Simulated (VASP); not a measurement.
# Cd2S (P-4m2) in VASP: a series of runs

Runs on Cd2S. Level: PBE. Tasks: single point, relaxation of cell and atoms.

Everything below comes from runs of VASP 6.6.1. Logs are shortened: lines on timing, memory, paths and dates and some standing lists are left out, and cuts for length are marked.

## Step 1: The cell of the first run

The structure is tetragonal, space group P-4m2 (No. 115). The conventional cell has a = 4.155 Å, b = 4.155 Å, c = 9.166 Å, α = 90.00°, β = 90.00°, γ = 90.00°. Within 3.5 Å of Cd (site symmetry 2mm) lie 2 S at 2.64 Å and 5 Cd at 2.82 to 3.26 Å. Cd (site symmetry -4m2) has 4 S at 2.59 Å within 3.4 Å. Cd (site symmetry -4m2) has 12 Cd at 3.26 to 4.16 Å and 4 S at 3.68 Å within 4.3 Å. Within 3.4 Å of S (site symmetry 2mm) lie 4 Cd at 2.59 to 2.64 Å.

## Step 2: Single point, PBE (26.38 Å³/atom)

Input file INCAR:

```
SYSTEM = Cd2S
PREC = Accurate ; ENCUT = 520
EDIFF = 1E-6 ; ISMEAR = 0
SIGMA = 0.1 ; LREAL = .False.
LASPH = .True. ; NELM = 60
ALGO = Normal ; ISIF = 2
LWAVE = .False. ; LCHARG = .True.
GGA = PE ; LELF = .True.
LVHAR = .True. ; NBANDS = 39
```

Input file KPOINTS:

```
Automatic mesh
0
Gamma
  8 8 4
  0 0 0
```

Input file POSCAR:

```
Cd2S
1.0
    4.1552361364      0.0000000000      0.0000000000
    0.0000000000      4.1552361364      0.0000000000
    0.0000000000      0.0000000000      9.1662453003
Cd S
4 2
Direct
    0.5000000000      0.5000000000      0.3460882949
    0.5000000000      0.5000000000      0.6539117051
    0.0000000000      0.0000000000      0.0000000000
    0.0000000000      0.0000000000      0.5000000000
    0.0000000000      0.5000000000      0.1689393082
    0.5000000000      0.0000000000      0.8310606918
```

Potentials or basis: VASP PAW PBE potentials, release 64 (Cd, S).

Started as:

```bash
> cat potpaw_PBE.64/Cd/POTCAR potpaw_PBE.64/S/POTCAR > POTCAR
> mpirun -np 1 vasp_std > vasp.out
```

OUTCAR:

```text
SYSTEM = Cd2S
   PREC = Accurate
   ENCUT = 520
   EDIFF = 1E-6
   ISMEAR = 0
   LREAL = .False.
   LASPH = .True.
   NELM = 60
   ISIF = 2
   GGA = PE

 ion  position               nearest neighbor table
   1  0.500  0.500  0.346-   5 2.64   5 2.64   2 2.82   4 3.26   4 3.26   4 3.26   4 3.26
   2  0.500  0.500  0.654-   6 2.64   6 2.64   1 2.82   4 3.26   4 3.26   4 3.26   4 3.26
   3  0.000  0.000  0.000-   5 2.59   6 2.59   5 2.59   6 2.59
   4  0.000  0.000  0.500-   1 3.26   2 3.26   1 3.26   2 3.26   1 3.26   2 3.26   1 3.26   2 3.26

   5  0.000  0.500  0.169-   3 2.59   3 2.59   1 2.64   1 2.64
   6  0.500  0.000  0.831-   3 2.59   3 2.59   2 2.64   2 2.64

  LATTYP: Found a simple tetragonal cell.
 ALAT       =     4.1552361364
 C/A-ratio  =     2.2059505163

  Lattice vectors:

 A1 = (   4.1552361364,   0.0000000000,   0.0000000000)
 A2 = (   0.0000000000,   4.1552361364,   0.0000000000)
 A3 = (   0.0000000000,   0.0000000000,   9.1662453003)

Analysis of symmetry for initial positions (statically):
=====================================================================
 Subroutine PRICEL returns:
 Original cell was already a primitive cell.

 Routine SETGRP: Setting up the symmetry group for a
 simple tetragonal supercell.

 Subroutine GETGRP returns: Found  8 space group operations
 (whereof  8 operations were pure point group operations)
 out of a pool of 16 trial point group operations.

The static configuration has the point symmetry D_2d.

Analysis of symmetry for dynamics (positions and initial velocities):
=====================================================================
 Subroutine PRICEL returns:
 Original cell was already a primitive cell.

 Routine SETGRP: Setting up the symmetry group for a
 simple tetragonal supercell.

 Subroutine GETGRP returns: Found  8 space group operations
 (whereof  8 operations were pure point group operations)
 out of a pool of 16 trial point group operations.

The dynamic configuration has the point symmetry D_2d.

 Subroutine INISYM returns: Found  8 space group operations
 (whereof  8 operations are pure point group operations),
 and found     1 'primitive' translations

----------------------------------------------------------------------------------------

                                     Primitive cell

  volume of cell :     158.2643

  direct lattice vectors                    reciprocal lattice vectors
     4.155236136  0.000000000  0.000000000     0.240660210  0.000000000  0.000000000
     0.000000000  4.155236136  0.000000000     0.000000000  0.240660210  0.000000000
     0.000000000  0.000000000  9.166245300     0.000000000  0.000000000  0.109095924

  length of vectors
     4.155236136  4.155236136  9.166245300     0.240660210  0.240660210  0.109095924

  position of ions in fractional coordinates (direct lattice)
     0.500000000  0.500000000  0.346088295
     0.500000000  0.500000000  0.653911705
     0.000000000  0.000000000  0.000000000
     0.000000000  0.000000000  0.500000000
     0.000000000  0.500000000  0.168939308
     0.500000000  0.000000000  0.831060692

  ion indices of the primitive-cell ions
   primitive index   ion index
                 1           1
                 2           2
                 3           3
                 4           4
                 5           5
                 6           6

----------------------------------------------------------------------------------------

 KPOINTS: Automatic mesh

Automatic generation of k-mesh.
 Grid dimensions read from file:
 generate k-points for:    8    8    4

 Generating k-lattice:

  Cartesian coordinates                     Fractional coordinates (reciprocal lattice)
     0.030082526  0.000000000  0.000000000     0.125000000  0.000000000  0.000000000
     0.000000000  0.030082526  0.000000000     0.000000000  0.125000000  0.000000000
     0.000000000  0.000000000  0.027273981     0.000000000  0.000000000  0.250000000

  Length of vectors
     0.030082526  0.030082526  0.027273981

  Shift w.r.t. Gamma in fractional coordinates (k-lattice)
     0.000000000  0.000000000  0.000000000

 Subroutine IBZKPT returns following result:
 ===========================================

 Found     45 irreducible k-points:

 Following reciprocal coordinates:
            Coordinates               Weight
  0.000000  0.000000  0.000000      1.000000
  0.125000  0.000000  0.000000      4.000000
  0.250000  0.000000  0.000000      4.000000
  0.375000  0.000000  0.000000      4.000000
  0.500000  0.000000  0.000000      2.000000
  0.125000  0.125000  0.000000      4.000000
[... 16 lines left out ...]
  0.375000  0.125000  0.250000     16.000000
  0.500000  0.125000  0.250000      8.000000
 [... further k-points ...]
   k-points           NKPTS =     45   k-points in BZ     NKDIM =     45   number of bands    NBANDS=     39
   number of dos      NEDOS =    301   number of ions     NIONS =      6
   total plane-waves  NPLWV =  71680
   dimension x,y,z NGX =    32 NGY =   32 NGZ =   70
   dimension x,y,z NGXF=    64 NGYF=   64 NGZF=  140
   ions per type =               4   2
   NGX,Y,Z   is equivalent  to a cutoff of  12.80, 12.80, 12.70 a.u.
   NGXF,Y,Z  is equivalent  to a cutoff of  25.61, 25.61, 25.39 a.u.
 SYSTEM =  Cd2S
   PREC   = accura    normal or accurate (medium, high low for compatibility)
   ISTART =      0    job   : 0-new  1-cont  2-samecut
   ICHARG =      2    charge: 1-file 2-atom 10-const
   ISPIN  =      1    spin polarized calculation?
   LNONCOLLINEAR =      F non collinear calculations
   LSORBIT =      F    spin-orbit coupling
   LASPH  =      T    aspherical Exc in radial PAW
   ENCUT  =  520.0 eV  38.22 Ry    6.18 a.u.   7.73  7.73 17.04*2*pi/ulx,y,z
   NELM   =     60;   NELMIN=  2; NELMDL= -5     # of ELM steps
   EDIFF  = 0.1E-05   stopping-criterion for ELM
   LREAL  =      F    real-space projection
   EDIFFG = 0.1E-04   stopping-criterion for IOM
   NSW    =      0    number of steps for IOM
   IBRION =     -1    ionic relax: 0-MD 1-quasi-New 2-CG
   NFREE  =      0    steps in history (QN), initial steepest desc. (CG)
   ISIF   =      2    stress and relaxation
   ISYM   =      2    0-nonsym 1-usesym 2-fastsym
   POTIM  = 0.5000    time-step for ionic-motion
   TEBEG  =    0.0;   TEEND  =   0.0 temperature during run
   PSTRESS=    0.0 pullay stress
   NELECT =      60.0000    total number of electrons
   NUPDOWN=      -1.0000    fix difference up-down
   EMIN   =  10.00;   EMAX   =-10.00  energy-range for DOS
   EFERMI =   0.00;   METHOD = LEGACY
   ISMEAR =     0;   SIGMA  =   0.10  broadening in eV -4-tet -1-fermi 0-gaus
   EFERMI_NEDOS =   21; number of points for ismear=-14 and -15
   IALGO  =     38    algorithm
   IMIX   =      4    mixing-type and parameters
     AMIX     =   0.40;   BMIX     =  1.00
     AMIX_MAG =   1.60;   BMIX_MAG =  1.00
  volume/ion in A,a.u.               =      26.38       178.00
  Fermi-wavevector in a.u.,A,eV,Ry     =   1.184852  2.239047 19.100885  1.403875
  Thomas-Fermi vector in A             =   2.321058
   LORBIT       =      0    0 simple, 1 ext, 2 COOP (PROOUT), +10 PAW based schemes
   GGA     = PE    functional components
   LHFCALC =     F    Hartree Fock is set to
   AEXX    =    0.0000 exact exchange contribution
   IVDW    =     0    specifies the selected vdW correction
   LEPSILON=     F    determine dielectric tensor
   LRPA    =     F    only Hartree local field effects (RPA)
 non-spin polarized calculation
 Gauss-broadening in eV      SIGMA  =   0.10
  energy-cutoff  :      520.00
  volume of cell :      158.26
 maximum number of plane-waves:      4282
 NGX is ok and might be reduce to    32
   NGX = 15   NGY = 15   NGZ = 35

 number of electron      60.0000010 magnetization

 Free energy of the ion-electron system (eV)
  ---------------------------------------------------
  ext. energy  EPLUGINS =         0.00000000
  ---------------------------------------------------
  free energy    TOTEN  =       -12.99178877 eV

  energy without entropy =      -12.98708400  energy(sigma->0) =      -12.98943639

 E-fermi :   2.0690     XC(G=0):  -9.2730

 val. band max:        2.0504802378   @ k =   0.1250   0.0000   0.2500
 cond. band min:       2.3053980335   @ k =   0.1250   0.1250   0.2500
 fundamental gap:      0.2549177957
 Fermi energy:         2.0689705859

 k-point     1 :       0.0000    0.0000    0.0000
  band No.  band energies     occupation
      1     -11.2319      2.00000
      2     -10.9896      2.00000
      3      -7.1223      2.00000
      4      -7.0256      2.00000
      5      -6.9268      2.00000
      6      -6.9268      2.00000
[... 31 lines left out ...]
     38       8.6343      0.00000
     39       8.6363      0.00000

 k-point     2 :       0.1250    0.0000    0.0000
  band No.  band energies     occupation
      1     -11.2019      2.00000
      2     -10.9790      2.00000
      3      -7.1214      2.00000
      4      -7.0052      2.00000
      5      -6.9843      2.00000
      6      -6.9357      2.00000
[... 31 lines left out ...]
     38       7.8409      0.00000
     39       8.4900      0.00000

 k-point     3 :       0.2500    0.0000    0.0000
  band No.  band energies     occupation
      1     -11.1253      2.00000
      2     -10.9567      2.00000
      3      -7.1200      2.00000
      4      -7.0376      2.00000
      5      -6.9821      2.00000
      6      -6.9099      2.00000
[... 31 lines left out ...]
     38       7.6361      0.00000
     39       8.3886      0.00000

 k-point     4 :       0.3750    0.0000    0.0000
  band No.  band energies     occupation
      1     -11.0361      2.00000
      2     -10.9460      2.00000
      3      -7.1050      2.00000
      4      -7.0696      2.00000
      5      -7.0052      2.00000
      6      -6.8652      2.00000
[... 31 lines left out ...]
     38       8.1198      0.00000
     39       8.2212      0.00000
[... 754 lines left out ...]
     38       7.7610      0.00000
     39       7.8823      0.00000

 k-point    23 :       0.3750    0.1250    0.2500
  band No.  band energies     occupation
      1     -11.0117      2.00000
      2     -10.9332      2.00000
      3      -7.1009      2.00000
      4      -7.0549      2.00000
      5      -6.9878      2.00000
      6      -6.8556      2.00000
[... 31 lines left out ...]
     38       7.6077      0.00000
     39       7.8578      0.00000

 k-point    24 :       0.5000    0.1250    0.2500
  band No.  band energies     occupation
      1     -10.9538      2.00000
      2     -10.9500      2.00000
      3      -7.0854      2.00000
      4      -7.0573      2.00000
      5      -7.0052      2.00000
      6      -6.8743      2.00000
[... 31 lines left out ...]
     38       7.1172      0.00000
     39       7.9462      0.00000

 [... further k-points ...]
[... 5 lines left out ...]
  --------------------------------------------------------------------------------------
  -------------------------------------------------------------------------------------
  Total       -0.8739137     -0.8739137     -0.9098671      0.0000000      0.0000000     -0.0000000
  in kB       -8.8470047     -8.8470047     -9.2109763      0.0000000      0.0000000     -0.0000000
  external PRESSURE =      -8.9683286 kB  Pullay stress =       0.0000000 kB

 VOLUME and BASIS-vectors are now :
 -----------------------------------------------------------------------------
  energy-cutoff  :      520.00
  volume of cell :      158.26
      direct lattice vectors                 reciprocal lattice vectors
     4.155236136  0.000000000  0.000000000     0.240660210  0.000000000  0.000000000
     0.000000000  4.155236136  0.000000000     0.000000000  0.240660210  0.000000000
     0.000000000  0.000000000  9.166245300     0.000000000  0.000000000  0.109095924

 POSITION                                       TOTAL-FORCE (eV/Angst)
 -----------------------------------------------------------------------------------
      2.07762      2.07762      3.17233         0.000000     -0.000000      0.013608
      2.07762      2.07762      5.99392        -0.000000      0.000000     -0.013608
      0.00000      0.00000      0.00000        -0.000000      0.000000      0.000000
      0.00000      0.00000      4.58312        -0.000000      0.000000      0.000000
      0.00000      2.07762      1.54854        -0.000000      0.000000     -0.001788
      2.07762      0.00000      7.61771        -0.000000     -0.000000      0.001788
 -----------------------------------------------------------------------------------
    total drift:                                0.000000      0.000000      0.000000

  FREE ENERGIE OF THE ION-ELECTRON SYSTEM (eV)
  ---------------------------------------------------
  free  energy   TOTEN  =       -12.9917887734 eV

  energy  without entropy=      -12.9870840027  energy(sigma->0) =      -12.98943639
```

It took 7.4 min on 1 thread of Intel Xeon 8259CL, shared host; peak memory 0.38 GiB.

Results:

- Free energy: -12.9918 eV
- Pressure: -0.9 GPa
- Largest force: 0.014 eV/Å
- Band gap on the k mesh: zero (bands 30 and 31 overlap by 1.06 eV)

Forces in eV/Å, atoms in the order of the input:
```
Cd   0.000  0.000  0.014
Cd   0.000  0.000 -0.014
Cd   0.000  0.000  0.000
Cd   0.000  0.000  0.000
S    0.000  0.000 -0.002
S    0.000  0.000  0.002
```

[end of part 1 of 2]

The gap in the log of VASP goes by the Fermi energy; the results here count the filled bands.